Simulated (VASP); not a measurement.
# Na (Fd-3m) in VASP: a series of runs, part 2 of 2

VASP 6.6.1.

## 4. Single point, r2SCAN (53.30 Å³/atom)

This run uses another cell than the first one, of 53.30 Å³/atom.

The input, POSCAR:

```
Na
1.0
    0.0000000000      3.7633812520      3.7633812520
    3.7633812520      0.0000000000      3.7633812520
    3.7633812520      3.7633812520      0.0000000000
Na
2
Direct
    0.1250000000      0.1250000000      0.1250000000
    0.8750000000      0.8750000000      0.8750000000
```

The input, INCAR.step1:

```
ALGO = Normal
EDIFF = 1E-4
ENCUT = 520
GGA = PE
ISMEAR = -1
LASPH = T
LCHARG = F
LREAL = F
LWAVE = T
NBANDS = 14
NELM = 80
PREC = Accurate
SIGMA = 0.1
```

The input, INCAR.step2:

```
ALGO = Normal
EDIFF = 1E-7
ENCUT = 520
ISIF = 2
ISMEAR = -1
ISTART = 1
LASPH = T
LCHARG = T
LELF = T
LMIXTAU = T
LREAL = F
LVHAR = T
LWAVE = F
METAGGA = R2SCAN
NBANDS = 14
NELM = 80
PREC = Accurate
SIGMA = 0.1
```

The input, KPOINTS:

```
k-points
0
Gamma
  8 8 8
```

Potentials or basis: VASP PAW PBE potentials, release 64 (Na_pv).

Run with:

```console
> cat potpaw_PBE.64/Na_pv/POTCAR > POTCAR
> cp INCAR.step1 INCAR
> mpirun -np 1 vasp_std > vasp.out
> cp INCAR.step2 INCAR
> mpirun -np 1 vasp_std > vasp.out
```

OUTCAR:

```text
EDIFF = 1E-7
   ENCUT = 520
   ISIF = 2
   ISMEAR = -1
   ISTART = 1
   LASPH = T
   LREAL = F
   METAGGA = R2SCAN
   NELM = 80
   PREC = Accurate

 ion  position               nearest neighbor table
   1  0.125  0.125  0.125-
   2  0.875  0.875  0.875-

  LATTYP: Found a face centered cubic cell.
 ALAT       =     7.5267625040

  Lattice vectors:

 A1 = (   0.0000000000,   3.7633812520,   3.7633812520)
[... 591 lines left out ...]
     14       7.6654      0.00000

 [... further k-points ...]

------------------------ aborting loop because EDIFF is reached ----------------------------------------

  FORCE on cell =-STRESS in cart. coord.  units (eV):
  Direction    XX          YY          ZZ          XY          YZ          ZX
  --------------------------------------------------------------------------------------
  -------------------------------------------------------------------------------------
  Total        0.0506504      0.0506504      0.0506504     -0.0000000     -0.0000000     -0.0000000
  in kB        0.7612527      0.7612527      0.7612527     -0.0000000     -0.0000000     -0.0000000
  external PRESSURE =       0.7612527 kB  Pullay stress =       0.0000000 kB

 VOLUME and BASIS-vectors are now :
 -----------------------------------------------------------------------------
  energy-cutoff  :      520.00
  volume of cell :      106.60
      direct lattice vectors                 reciprocal lattice vectors
     0.000000000  3.763381252  3.763381252    -0.132859247  0.132859247  0.132859247
     3.763381252  0.000000000  3.763381252     0.132859247 -0.132859247  0.132859247
     3.763381252  3.763381252  0.000000000     0.132859247  0.132859247 -0.132859247

 POSITION                                       TOTAL-FORCE (eV/Angst)
 -----------------------------------------------------------------------------------
      0.94085      0.94085      0.94085        -0.000000     -0.000000     -0.000000
      6.58592      6.58592      6.58592         0.000000      0.000000      0.000000
 -----------------------------------------------------------------------------------
    total drift:                                0.000000      0.000000     -0.000000

  FREE ENERGIE OF THE ION-ELECTRON SYSTEM (eV)
  ---------------------------------------------------
  free  energy   TOTEN  =        -6.3467286415 eV

  energy  without entropy=       -6.3141022509  energy(sigma->0) =       -6.33041545
```

OSZICAR.step1:

```text
N       E                     dE             d eps       ncg     rms          rms(c)
DAV:   1     0.917243392941E+02    0.91724E+02   -0.74618E+03   820   0.874E+02
DAV:   2     0.167378222235E+01   -0.90051E+02   -0.89436E+02   836   0.252E+02
DAV:   3    -0.191416857383E+01   -0.35880E+01   -0.35852E+01  1046   0.598E+01
DAV:   4    -0.196788856560E+01   -0.53720E-01   -0.53718E-01   860   0.781E+00
DAV:   5    -0.196918647482E+01   -0.12979E-02   -0.12979E-02  1064   0.126E+00    0.185E-01
DAV:   6    -0.196750475861E+01    0.16817E-02   -0.10676E-03  1020   0.346E-01    0.122E-01
DAV:   7    -0.196621508182E+01    0.12897E-02   -0.21249E-03  1090   0.359E-01    0.199E-02
DAV:   8    -0.196621310189E+01    0.19799E-05   -0.20700E-04   818   0.200E-01
   1 F= -.19662131E+01 E0= -.19487065E+01  d E =-.350131E-01
```

Run time: 8.5 min. Hardware: 1 thread of Intel Xeon 8259CL, shared host; peak memory 0.26 GiB.

Results:

```
Free energy            : -6.3467 eV
Pressure               : 0.1 GPa
Band gap on the k mesh : zero (bands 7 and 8 overlap by 0.98 eV)
```

Levels at points of the mesh, in eV from the Fermi level:
```tsv
k point	band 5	band 6	band 7	band 8	band 9	band 10
(0.00, 0.00, 0.00)	-26.56	-26.56	-2.79	5.01	5.01	5.01
(0.50, 0.00, 0.00)	-26.56	-26.56	-0.80	-0.40	4.23	4.23
(0.50, 0.50, 0.00)	-26.56	-26.56	0.09	0.09	2.57	2.57
```

Caveat: the PAW data sets were made with another functional, which shifts forces and pressure a little.

## 5. Single point, r2SCAN

This run uses another cell than the first one, of 55.52 Å³/atom.

The input, POSCAR:

```
Na
1.0
    0.0000000000      3.8149408268      3.8149408268
    3.8149408268      0.0000000000      3.8149408268
    3.8149408268      3.8149408268      0.0000000000
Na
2
Direct
    0.1250000000      0.1250000000      0.1250000000
    0.8750000000      0.8750000000      0.8750000000
```

The input, INCAR.step1:

```
SYSTEM = Na
ALGO = Normal
EDIFF = 1E-4
ENCUT = 520
GGA = PE
ISMEAR = -1
LASPH = .True.
LCHARG = .False.
LREAL = .False.
LWAVE = .True.
NBANDS = 14
NELM = 80
PREC = Accurate
SIGMA = 0.1
```

The input, INCAR.step2:

```
SYSTEM = Na
ALGO = Normal
EDIFF = 1E-6
ENCUT = 520
ISIF = 2
ISMEAR = -1
ISTART = 1
LASPH = .True.
LCHARG = .False.
LMIXTAU = .True.
LREAL = .False.
LWAVE = .False.
METAGGA = R2SCAN
NBANDS = 14
NELM = 80
PREC = Accurate
SIGMA = 0.1
```

The input, KPOINTS:

```
k-points
0
Gamma
  8 8 8
  0 0 0
```

Run with:

```console
> cat potpaw_PBE.64/Na_pv/POTCAR > POTCAR
> cp INCAR.step1 INCAR
> mpirun -np 1 vasp_std > vasp.out
> cp INCAR.step2 INCAR
> mpirun -np 1 vasp_std > vasp.out
```

It took 6.7 min on 1 thread of Intel Xeon 8259CL, shared host; peak memory 0.26 GiB.

Results (log left out):

```yaml
Free_energy: -6.3473 eV
Pressure: 0.0 GPa
Band_gap_on_the_k_mesh: zero (bands 7 and 8 overlap by 0.89 eV)
```

Levels at points of the mesh, in eV from the Fermi level:
| k point | band 3 | band 4 | band 5 | band 6 | band 7 | band 8 | band 9 | band 10 | band 11 | band 12 |
| --- | --- | --- | --- | --- | --- | --- | --- | --- | --- | --- |
| (0.00, 0.00, 0.00) | -26.60 | -26.57 | -26.57 | -26.57 | -2.72 | 4.86 | 4.86 | 4.87 | 5.21 | 5.21 |
| (0.50, 0.00, 0.00) | -26.60 | -26.57 | -26.56 | -26.56 | -0.81 | -0.37 | 4.08 | 4.08 | 4.88 | 4.89 |
| (0.50, 0.50, 0.00) | -26.58 | -26.58 | -26.56 | -26.56 | 0.08 | 0.08 | 2.50 | 2.50 | 3.35 | 3.35 |

Caveat: the PAW data sets were made with another functional, which shifts forces and pressure a little.

## 6. The runs side by side

```tsv
cell	gap on the mesh (eV)	pressure (GPa)
a = 5.170 Å, angles 60.0°, 2 atoms	none	0.3
a = 5.247 Å, angles 60.0°, 2 atoms	none	0.2
a = 5.322 Å, angles 60.0°, 2 atoms	none	0.1
a = 5.395 Å, angles 60.0°, 2 atoms	none	0.0
```

Alike in all rows: task single point; level r2SCAN; potentials or basis VASP PAW PBE potentials, release 64 (Na_pv); no spin polarisation; k mesh 8 × 8 × 8; cutoff (eV) 520; smearing fermi-dirac 0.1 eV.

Caveats: the PAW data sets were made with another functional, which shifts forces and pressure a little.

Total energies depend on the potentials used, so only differences within one code and one set of settings carry meaning.
